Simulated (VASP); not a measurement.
Crystal: Sc.

```
CELL_PARAMETERS angstrom
-1.91721 1.91721 1.71760
1.91721 -1.91721 1.71760
1.91721 1.91721 -1.71760
ATOMIC_POSITIONS crystal
Sc 0.00000 0.00000 0.00000
```

```yaml
Program: VASP 6.6.1
Task: relaxation of cell and atoms
Functional: PBEsol
Potentials_or_basis: VASP PAW PBE potentials, release 64 (Sc_sv)
Cutoff: 500 eV
k_mesh: 22 × 22 × 22
Occupations: gaussian, width 0.1 eV
Spin: no spin polarisation
```

At the start: pressure -2.9 GPa; volume 25.25 Å³/atom.

**Question.** Where does the relaxation end?

**Answer.** Over 9 steps the energy falls by 15.9 meV/atom and the volume is 23.87 Å³/atom (-5.5 %); space group I4/mmm (No. 139, to 0.1 Å) before, Im-3m (No. 229, to 0.1 Å).

Step by step:
```tsv
step	energy change (eV)	largest force (eV/Å)	pressure (GPa)	volume (Å³)
1	0.0000	0.0000	-2.90	25.25
2	-0.0135	0.0000	0.50	23.62
3	-0.0137	0.0000	0.05	23.81
4	-0.0141	0.0000	0.04	23.81
5	-0.0149	0.0000	0.05	23.82
6	-0.0158	0.0000	0.08	23.82
7	-0.0158	0.0000	0.22	23.78
8	-0.0142	0.0000	-1.08	24.35
9	-0.0159	0.0000	-0.01	23.87
```

Final structure:
```yaml
crystal:
  lattice:
    - [-1.80878, 1.80878, 1.82394]
    - [1.80878, -1.80878, 1.82394]
    - [1.80878, 1.80878, -1.82394]
  atoms:
    - { symbol: Sc, position: [0.00000, 0.00000, 0.00000] }
```

Caveat: the PAW data sets were made with another functional, which shifts forces and pressure a little.
